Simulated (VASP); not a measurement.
Ta: single point with PBEsol

Crystal: Ta.

```
Ta
1.0
    -1.70082    1.70082    1.65128
     1.70082   -1.70082    1.65128
     1.70082    1.70082   -1.65128
Ta
1
Direct
  0.00000 0.00000 0.00000
```

This cell differs from its parent crystal: equal xx and yy strain of +3 %.

```json
{"Program": "VASP 6.6.1", "Task": "single point", "Functional": "PBEsol", "Potentials or basis": "VASP PAW PBE potentials, release 64 (Ta_pv)", "Cutoff": "520 eV", "k mesh": "17 × 17 × 17", "Occupations": "fermi-dirac, width 0.08 eV", "Spin": "no spin polarisation", "Dipole correction": "no", "Further INCAR settings": "ALGO = Normal; EDIFF = 1e-06; NBANDS = 12"}
```

```json
{
  "Pressure": "-13.9 GPa",
  "Band gap on the k mesh": "zero (an odd number of electrons rules out a gap without spin polarisation)"
}
```

Stress tensor (GPa, compression positive):
```
-14.64   0.00   0.00
  0.00 -14.64   0.00
  0.00   0.00 -12.27
```

Levels at points of the mesh, in eV from the Fermi level:
```csv
k point,band 1,band 2,band 3,band 4,band 5,band 6,band 7,band 8,band 9,band 10
"(0.00, 0.00, 0.00)",-33.28,-33.28,-33.27,-7.71,0.48,0.83,0.83,3.51,4.00,14.59
```

It took 38 s on 1 thread of AMD EPYC 9R45 96-Core Processor (Zen 5), on a shared host, peak memory 0.18 GiB.

Caveat: the cell differs from its parent crystal (equal xx and yy strain of +3 %); the cell stands under tension; the PAW data sets were made with another functional, which shifts forces and pressure a little; spin-orbit coupling is left out, which moves the levels of the heavy elements.
